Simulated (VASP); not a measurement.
# B17HN18 (a cell with a defect) in VASP: single point with PBE

Aim: the single point of B17HN18 (a cell with a defect) with PBE.

Everything below comes from runs of VASP 6.6.1. Logs are shortened: lines on timing, memory, paths and dates and some standing lists are left out, and cuts for length are marked.

### 1 The cell of the first run

The cell holds a defect, 36 atoms: a = 7.465 Å, b = 7.465 Å, c = 6.495 Å, α = 90.00°, β = 90.00°, γ = 120.00°.

### 2 Single point, PBE

Input file INCAR:

```
SYSTEM = B17HN18
  PREC = Accurate
  ENCUT = 520
  EDIFF = 1E-6
  ISMEAR = -1
  SIGMA = 0.01
  LREAL = Auto
  LASPH = .True.
  NELM = 60
  ALGO = Normal
  ISIF = 2
  LWAVE = .False.
  LCHARG = .False.
  GGA = PE
  NBANDS = 95
```

Input file KPOINTS:

```
Automatic mesh
0
Gamma
  1 1 1
  0.25 0.25 0.25
```

Input file POSCAR:

```
B17HN18
1.0
    7.4650312844      0.0000000000      0.0000000000
   -3.7325156422      6.4649067324      0.0000000000
    0.0000000000      0.0000000000      6.4954828762
B N H
17 18 1
Direct
    0.1140532651      0.2216554682      0.2507647365
    0.2184761207      0.1088459880      0.7360294064
    0.1139121827      0.5548965536      0.2527749493
    0.2228206555      0.4421236747      0.7599638783
    0.1138497535      0.8882741421      0.2494897599
    0.2187596500      0.7769814072      0.7546427677
    0.4474040583      0.2218188943      0.2493534206
    0.5512587155      0.1099368025      0.7441743377
    0.4475049017      0.5548218140      0.2523595452
    0.4473606569      0.8882771882      0.2516329031
    0.5579993866      0.7820318332      0.7648381779
    0.7805405717      0.2216776152      0.2505757342
    0.8876473405      0.1161877339      0.7544594431
    0.7802988748      0.5548652588      0.2518644222
    0.8803335101      0.4434290692      0.7539079982
    0.7805341811      0.8881512599      0.2517980515
    0.8855341709      0.7820639333      0.7521741416
    0.1097163651      0.2221299901      0.7494520026
    0.2245973308      0.1108742482      0.2476846501
    0.1089295749      0.5556163486      0.7592149908
    0.2246544802      0.4441301826      0.2539631865
    0.1080455687      0.8876085465      0.7480556496
    0.2246857432      0.7775450646      0.2518156262
    0.4341317543      0.2082832712      0.7161789390
    0.5580726037      0.1108336920      0.2483240672
    0.4403070002      0.5677556113      0.7823816185
    0.5580212991      0.4441003237      0.2521009258
    0.4408255038      0.8877902413      0.7575154061
    0.5580883311      0.7775885283      0.2545779138
    0.7737429675      0.2231485406      0.7524323901
    0.8913546434      0.1109053744      0.2513979231
    0.7878231322      0.5685911459      0.7383091927
    0.8913486992      0.4442284202      0.2513526920
    0.7786105573      0.8958967557      0.7601603478
    0.8913316700      0.7776188041      0.2502553192
    0.5152110597      0.3648888344      0.6940234849
```

Potentials or basis: VASP PAW PBE potentials, release 64 (B, N, H).

Run with:

```console
$ cat potpaw_PBE.64/B/POTCAR potpaw_PBE.64/N/POTCAR potpaw_PBE.64/H/POTCAR > POTCAR
$ mpirun -np 1 vasp_std > vasp.out
```

OUTCAR:

```text
SYSTEM = B17HN18
   PREC = Accurate
   ENCUT = 520
   EDIFF = 1E-6
   ISMEAR = -1
   LREAL = Auto
   LASPH = .True.
   NELM = 60
   ISIF = 2
   GGA = PE

 ion  position               nearest neighbor table
   1  0.114  0.222  0.251-  19 1.43  21 1.44  31 1.44
   2  0.218  0.109  0.736-  24 1.40  22 1.43  18 1.44
   3  0.114  0.555  0.253-  21 1.43  33 1.44  23 1.44
   4  0.223  0.442  0.760-  26 1.42  18 1.42  20 1.47
   5  0.114  0.888  0.249-  23 1.43  35 1.44  19 1.44
   6  0.219  0.777  0.755-  20 1.43  22 1.43  28 1.44
[... 17 lines left out ...]
  24  0.434  0.208  0.716-  36 1.02   2 1.40   8 1.41
  25  0.558  0.111  0.248-   7 1.43  12 1.44  10 1.44
  26  0.440  0.568  0.782-  11 1.39   4 1.42
  27  0.558  0.444  0.252-   9 1.43  14 1.44   7 1.44
  28  0.441  0.888  0.758-   6 1.44   8 1.44  11 1.44
  29  0.558  0.778  0.255-  10 1.43  16 1.44   9 1.44
  30  0.774  0.223  0.752-  15 1.42  13 1.43   8 1.44
  31  0.891  0.111  0.251-  12 1.43   1 1.44  16 1.44
  32  0.788  0.569  0.738-  17 1.38  15 1.42
  33  0.891  0.444  0.251-  14 1.43  12 1.44   3 1.44
  34  0.779  0.896  0.760-  13 1.42  11 1.43  17 1.43
  35  0.891  0.778  0.250-  16 1.43   5 1.44  14 1.44
  36  0.515  0.365  0.694-  24 1.02

  LATTYP: Found a hexagonal cell.
 ALAT       =     7.4650312844
 C/A-ratio  =     0.8701213202

  Lattice vectors:

 A1 = (   7.4650312844,   0.0000000000,   0.0000000000)
 A2 = (  -3.7325156422,   6.4649067324,   0.0000000000)
 A3 = (   0.0000000000,   0.0000000000,   6.4954828762)

Analysis of symmetry for initial positions (statically):
=====================================================================
 Subroutine PRICEL returns:
 Original cell was already a primitive cell.

 Routine SETGRP: Setting up the symmetry group for a
 hexagonal supercell.

 Subroutine GETGRP returns: Found  1 space group operations
 (whereof  1 operations were pure point group operations)
 out of a pool of 24 trial point group operations.

The static configuration has the point symmetry C_1 .

Analysis of symmetry for dynamics (positions and initial velocities):
=====================================================================
 Subroutine PRICEL returns:
 Original cell was already a primitive cell.

 Routine SETGRP: Setting up the symmetry group for a
 hexagonal supercell.

 Subroutine GETGRP returns: Found  1 space group operations
 (whereof  1 operations were pure point group operations)
 out of a pool of 24 trial point group operations.

The dynamic configuration has the point symmetry C_1 .

 Subroutine INISYM returns: Found  1 space group operations
 (whereof  1 operations are pure point group operations),
 and found     1 'primitive' translations

----------------------------------------------------------------------------------------

                                     Primitive cell

  volume of cell :     313.4768

  direct lattice vectors                    reciprocal lattice vectors
     7.465031284  0.000000000  0.000000000     0.133957911  0.077340636  0.000000000
    -3.732515642  6.464906732  0.000000000     0.000000000  0.154681273  0.000000000
     0.000000000  0.000000000  6.495482876     0.000000000  0.000000000  0.153953142

  length of vectors
     7.465031284  7.465031284  6.495482876     0.154681273  0.154681273  0.153953142

  position of ions in fractional coordinates (direct lattice)
     0.114053265  0.221655468  0.250764737
     0.218476121  0.108845988  0.736029406
     0.113912183  0.554896554  0.252774949
     0.222820656  0.442123675  0.759963878
     0.113849753  0.888274142  0.249489760
     0.218759650  0.776981407  0.754642768
[... 28 lines left out ...]
     0.891331670  0.777618804  0.250255319
     0.515211060  0.364888834  0.694023485

  ion indices of the primitive-cell ions
   primitive index   ion index
                 1           1
                 2           2
                 3           3
                 4           4
                 5           5
                 6           6
[... 28 lines left out ...]
                35          35
                36          36

----------------------------------------------------------------------------------------

 KPOINTS: Automatic mesh

Automatic generation of k-mesh.
 Grid dimensions read from file:
 generate k-points for:    1    1    1

 Generating k-lattice:

  Cartesian coordinates                     Fractional coordinates (reciprocal lattice)
     0.133957911  0.077340636  0.000000000     1.000000000 -0.000000000  0.000000000
     0.000000000  0.154681273  0.000000000     0.000000000  1.000000000  0.000000000
     0.000000000  0.000000000  0.153953142     0.000000000  0.000000000  1.000000000

  Length of vectors
     0.154681273  0.154681273  0.153953142

  Shift w.r.t. Gamma in fractional coordinates (k-lattice)
     0.250000000  0.250000000  0.250000000

 Subroutine IBZKPT returns following result:
 ===========================================

 Found      6 irreducible k-points:

 Following reciprocal coordinates:
            Coordinates               Weight
  0.250000  0.250000  0.250000      2.000000
 -0.250000  0.500000  0.250000      2.000000
  0.500000  0.250000  0.250000      2.000000
 -0.250000 -0.250000  0.250000      2.000000
  0.250000  0.500000  0.250000      2.000000
  0.500000 -0.250000  0.250000      2.000000
   k-points           NKPTS =      6   k-points in BZ     NKDIM =      6   number of bands    NBANDS=     95
   number of dos      NEDOS =    301   number of ions     NIONS =     36
   total plane-waves  NPLWV = 150528
   dimension x,y,z NGX =    56 NGY =   56 NGZ =   48
   dimension x,y,z NGXF=   112 NGYF=  112 NGZF=   96
   ions per type =              17  18   1
   NGX,Y,Z   is equivalent  to a cutoff of  12.47, 12.47, 12.29 a.u.
   NGXF,Y,Z  is equivalent  to a cutoff of  24.94, 24.94, 24.57 a.u.
 SYSTEM =  B17HN18
   PREC   = accura    normal or accurate (medium, high low for compatibility)
   ISTART =      0    job   : 0-new  1-cont  2-samecut
   ICHARG =      2    charge: 1-file 2-atom 10-const
   ISPIN  =      1    spin polarized calculation?
   LNONCOLLINEAR =      F non collinear calculations
   LSORBIT =      F    spin-orbit coupling
   LASPH  =      T    aspherical Exc in radial PAW
   ENCUT  =  520.0 eV  38.22 Ry    6.18 a.u.  13.88 13.88 12.08*2*pi/ulx,y,z
   NELM   =     60;   NELMIN=  2; NELMDL= -5     # of ELM steps
   EDIFF  = 0.1E-05   stopping-criterion for ELM
   LREAL  =      T    real-space projection
   EDIFFG = 0.1E-04   stopping-criterion for IOM
   NSW    =      0    number of steps for IOM
   IBRION =     -1    ionic relax: 0-MD 1-quasi-New 2-CG
   NFREE  =      0    steps in history (QN), initial steepest desc. (CG)
   ISIF   =      2    stress and relaxation
   ISYM   =      2    0-nonsym 1-usesym 2-fastsym
   POTIM  = 0.5000    time-step for ionic-motion
   TEBEG  =    0.0;   TEEND  =   0.0 temperature during run
   PSTRESS=    0.0 pullay stress
   NELECT =     142.0000    total number of electrons
   NUPDOWN=      -1.0000    fix difference up-down
   EMIN   =  10.00;   EMAX   =-10.00  energy-range for DOS
   EFERMI =   0.00;   METHOD = LEGACY
   ISMEAR =    -1;   SIGMA  =   0.01  broadening in eV -4-tet -1-fermi 0-gaus
   EFERMI_NEDOS =   21; number of points for ismear=-14 and -15
   IALGO  =     38    algorithm
   IMIX   =      4    mixing-type and parameters
     AMIX     =   0.40;   BMIX     =  1.00
     AMIX_MAG =   1.60;   BMIX_MAG =  1.00
  volume/ion in A,a.u.               =       8.71        58.76
  Fermi-wavevector in a.u.,A,eV,Ry     =   1.257291  2.375936 21.507829  1.580781
  Thomas-Fermi vector in A             =   2.390957
   LORBIT       =      0    0 simple, 1 ext, 2 COOP (PROOUT), +10 PAW based schemes
   GGA     = PE    functional components
   LHFCALC =     F    Hartree Fock is set to
   AEXX    =    0.0000 exact exchange contribution
   IVDW    =     0    specifies the selected vdW correction
   LEPSILON=     F    determine dielectric tensor
   LRPA    =     F    only Hartree local field effects (RPA)
 non-spin polarized calculation
  energy-cutoff  :      520.00
  volume of cell :      313.48
 maximum number of plane-waves:      8452
   NGX = 27   NGY = 27   NGZ = 25

 number of electron     142.0000000 magnetization

 Free energy of the ion-electron system (eV)
  ---------------------------------------------------
  ext. energy  EPLUGINS =         0.00000000
  ---------------------------------------------------
  free energy    TOTEN  =      -305.52325844 eV

  energy without entropy =     -305.52021564  energy(sigma->0) =     -305.52173704

 E-fermi :   2.1701     XC(G=0): -10.1712

 val. band max:        2.1420541219   @ k =   0.2500   0.2500   0.2500
 cond. band min:       2.1958665189   @ k =   0.5000  -0.2500   0.2500
 fundamental gap:      0.0538123970
 Fermi energy:         2.1701342812

 k-point     1 :       0.2500    0.2500    0.2500
  band No.  band energies     occupation
      1     -15.2057      2.00000
      2     -14.9406      2.00000
      3     -14.7390      2.00000
      4     -14.5250      2.00000
      5     -14.4426      2.00000
      6     -14.2816      2.00000
[... 75 lines left out ...]
     82       9.2068      0.00000
     83       9.4160      0.00000

 k-point     2 :      -0.2500    0.5000    0.2500
  band No.  band energies     occupation
      1     -15.2065      2.00000
      2     -14.9403      2.00000
      3     -14.7420      2.00000
      4     -14.5263      2.00000
      5     -14.4433      2.00000
      6     -14.2772      2.00000
[... 75 lines left out ...]
     82       9.2373      0.00000
     83       9.4020      0.00000

 k-point     3 :       0.5000    0.2500    0.2500
  band No.  band energies     occupation
      1     -15.1914      2.00000
      2     -14.9352      2.00000
      3     -14.7907      2.00000
      4     -14.5183      2.00000
      5     -14.4503      2.00000
      6     -14.2477      2.00000
[... 75 lines left out ...]
     82       9.2139      0.00000
     83       9.4016      0.00000

 k-point     4 :      -0.2500   -0.2500    0.2500
  band No.  band energies     occupation
      1     -15.2035      2.00000
      2     -14.9461      2.00000
      3     -14.7386      2.00000
      4     -14.5203      2.00000
      5     -14.4427      2.00000
      6     -14.2825      2.00000
[... 75 lines left out ...]
     82       9.1997      0.00000
     83       9.3959      0.00000

 k-point     5 :       0.2500    0.5000    0.2500
  band No.  band energies     occupation
      1     -15.2032      2.00000
      2     -14.9476      2.00000
      3     -14.7433      2.00000
      4     -14.5190      2.00000
      5     -14.4419      2.00000
      6     -14.2795      2.00000
[... 75 lines left out ...]
     82       9.2228      0.00000
     83       9.4031      0.00000

 k-point     6 :       0.5000   -0.2500    0.2500
  band No.  band energies     occupation
      1     -15.1902      2.00000
      2     -14.9374      2.00000
      3     -14.7915      2.00000
      4     -14.5166      2.00000
      5     -14.4503      2.00000
      6     -14.2471      2.00000
[... 75 lines left out ...]
     82       9.2062      0.00000
     83       9.3978      0.00000
 [bands above 83 left out]

------------------------ aborting loop because EDIFF is reached ----------------------------------------

  FORCE on cell =-STRESS in cart. coord.  units (eV):
  Direction    XX          YY          ZZ          XY          YZ          ZX
  --------------------------------------------------------------------------------------
  -------------------------------------------------------------------------------------
  Total       18.6773558     31.0376800      7.0411824      0.1229656      0.0529349      0.0518778
  in kB       95.4598257    158.6333499     35.9874307      0.6284762      0.2705497      0.2651468
  external PRESSURE =      96.6935354 kB  Pullay stress =       0.0000000 kB

 VOLUME and BASIS-vectors are now :
 -----------------------------------------------------------------------------
  energy-cutoff  :      520.00
  volume of cell :      313.48
      direct lattice vectors                 reciprocal lattice vectors
     7.465031284  0.000000000  0.000000000     0.133957911  0.077340636  0.000000000
    -3.732515642  6.464906732  0.000000000     0.000000000  0.154681273  0.000000000
     0.000000000  0.000000000  6.495482876     0.000000000  0.000000000  0.153953142

 POSITION                                       TOTAL-FORCE (eV/Angst)
 -----------------------------------------------------------------------------------
      0.02408      1.43298      1.62884        -0.176306      0.119421      0.006538
      1.22466      0.70368      4.78087        -0.017403     -0.028545      0.039149
     -1.22080      3.58735      1.64190        -0.166654      0.100876     -0.002913
      0.01313      2.85829      4.93633        -0.021171      0.425692      0.086405
     -2.46561      5.74261      1.62056        -0.183862      0.106385     -0.001061
     -1.26705      5.02311      4.90177         0.162722     -0.174723     -0.008236
[... 28 lines left out ...]
      3.75134      5.02723      1.62553         0.180480     -0.111654      0.003533
      2.48411      2.35897      4.50802        -0.012356      0.075171      0.045812
 -----------------------------------------------------------------------------------
    total drift:                               -0.002054      0.004121      0.005770

  FREE ENERGIE OF THE ION-ELECTRON SYSTEM (eV)
  ---------------------------------------------------
  free  energy   TOTEN  =      -305.5232584450 eV

  energy  without entropy=     -305.5202156425  energy(sigma->0) =     -305.52173704
```

Run time: 6.7 min. Hardware: 1 thread of Intel Xeon Platinum 8488C (Sapphire Rapids), shared host; peak memory 0.42 GiB.

Results:

```yaml
Free_energy: -305.5233 eV
Pressure: 9.7 GPa
Largest_force: 0.497 eV/Å
Band_gap_on_the_k_mesh: 0.05 eV
```

Forces in eV/Å, atoms in the order of the input:
```
B   -0.176  0.119  0.007
B   -0.017 -0.029  0.039
B   -0.167  0.101 -0.003
B   -0.021  0.426  0.086
B   -0.184  0.106 -0.001
B    0.163 -0.175 -0.008
B   -0.188  0.091  0.019
B   -0.088 -0.213  0.003
B   -0.204  0.114 -0.011
B   -0.188  0.104 -0.004
B   -0.062 -0.256  0.003
B   -0.185  0.109 -0.002
B    0.216 -0.207  0.003
B   -0.163  0.130  0.004
B    0.291  0.403 -0.021
B   -0.176  0.096  0.002
B   -0.037 -0.016  0.027
N   -0.091  0.007 -0.091
N    0.182 -0.109 -0.015
N   -0.223 -0.240 -0.023
N    0.175 -0.101 -0.001
N   -0.090  0.045  0.003
N    0.178 -0.094  0.005
N    0.204  0.030 -0.024
N    0.190 -0.094  0.003
N    0.221 -0.014  0.060
N    0.173 -0.112 -0.003
N   -0.032  0.200 -0.048
N    0.187 -0.101  0.004
N   -0.154  0.039 -0.037
N    0.174 -0.097  0.001
N   -0.200 -0.216  0.010
N    0.178 -0.120 -0.002
N   -0.053  0.111 -0.031
N    0.180 -0.112  0.004
H   -0.012  0.075  0.046
```

Caveat: semilocal functionals underestimate gaps, and a narrow one can read as zero.
